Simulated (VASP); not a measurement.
# MgS: single point with PBE

The system is MgS.

```
Mg S
1.0
    -3.55743    3.55743    3.10693
     3.55743   -3.55743    3.10693
     3.55743    3.55743   -3.10693
Mg S
4 4
Direct
  0.75000 0.25000 0.50000
  0.25000 0.75000 0.50000
  0.25000 0.25000 0.00000
  0.75000 0.75000 0.00000
  0.67900 0.17900 0.85800
  0.17900 0.32100 0.50000
  0.32100 0.82100 0.14200
  0.82100 0.67900 0.50000
```

| Property | Result |
| --- | --- |
| Program | VASP 6.6.1 |
| Task | single point |
| Functional | PBE |
| Potentials or basis | VASP PAW PBE potentials, release 64 (Mg, S) |
| Cutoff | 520 eV |
| k mesh | 6 × 6 × 6 |
| Occupations | methfessel-paxton, width 0.016 eV |
| Spin | no spin polarisation |
| Dipole correction | no |
| Further INCAR settings | ALGO = Normal; EDIFF = 1e-06; NBANDS = 26 |

The pressure is -0.4 GPa. The largest force is 1.122 eV/Å. The band gap on the k mesh is 0.62 eV, direct.

Forces on the atoms (eV/Å):
```
Mg   0.000  0.000  0.000
Mg   0.000  0.000  0.000
Mg   0.000  0.000  0.000
Mg   0.000  0.000  0.000
S    0.794  0.794  0.000
S   -0.794  0.794  0.000
S   -0.794 -0.794  0.000
S    0.794 -0.794  0.000
```

Stress tensor (GPa, compression positive):
```
-3.75  0.00  0.00
 0.00 -3.75  0.00
 0.00  0.00  6.18
```

Levels at points of the mesh, in eV from the valence-band top:
```
           k point  band 12  band 13  band 14  band 15  band 16  band 17  band 18  band 19  band 20  band 21
(0.00, 0.00, 0.00)    -2.00    -0.49    -0.24    -0.24     0.00     0.62     1.33     5.27     5.99     6.01
(0.50, 0.00, 0.00)    -1.09    -0.99    -0.99    -0.54    -0.54     2.59     2.59     4.74     4.74     5.44
(0.50, 0.50, 0.00)    -1.08    -0.85    -0.55    -0.43    -0.30     2.45     3.39     3.71     4.58     4.77
(0.50, 0.50, 0.50)    -0.64    -0.64    -0.31    -0.31    -0.22     3.02     4.29     4.58     4.92     4.92
```

It took 79 s on 1 thread of AMD EPYC 9R45 96-Core Processor (Zen 5), on a shared host, peak memory 0.34 GiB.

Caveat: forces of over 1 eV/Å act on the atoms, so gaps and moduli don't describe the material at rest. A hybrid or GW would open this gap; PBE tends to underestimate it.
